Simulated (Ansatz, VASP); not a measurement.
## Si2Ge3: VASP beside Ansatz

```xyz
5
Lattice="4.3064 0.0000 0.0000 -2.1532 3.7294 0.0000 0.0000 0.0000 6.2593" Properties=species:S:1:pos:R:3 pbc="T T T"
Si    0.0000    0.0000    0.0000
Si    0.0000    0.0000    3.1296
Ge    2.1532    0.0000    0.0000
Ge   -1.0766    1.8647    0.0000
Ge    1.0766    1.8647    0.0000
```

Alike in both runs: task relaxation of cell and atoms; functional PBE; k mesh 6 × 6 × 4; occupations gaussian, width 0.1 eV; no spin polarisation.

```csv
,VASP,Ansatz
version,VASP 6.6.1,Ansatz 0.2.0
potentials or method,"VASP PAW PBE potentials, release 64 (Si, Ge_d), cutoff 600 eV","scalar-relativistic, plane waves, PAW"
valence electrons in the cell,50,50
```

VASP gave:

* gap on the k mesh at the Fermi level, each at its own relaxed structure (eV): none
* relaxed volume (Å³/atom): 24.40
* relaxed cell length with the largest relative difference (Å): 4.702

Question: What did Ansatz give for the same quantities?

Answer: gap on the k mesh at the Fermi level, each at its own relaxed structure (eV): none; relaxed volume (Å³/atom): 24.55; relaxed cell length with the largest relative difference (Å): 4.716.

A gap of «none» marks a metal or a gap that the smearing closes.

Noted on VASP's run: the volume moved by over 15 % at a fixed basis, so the end points are rough.
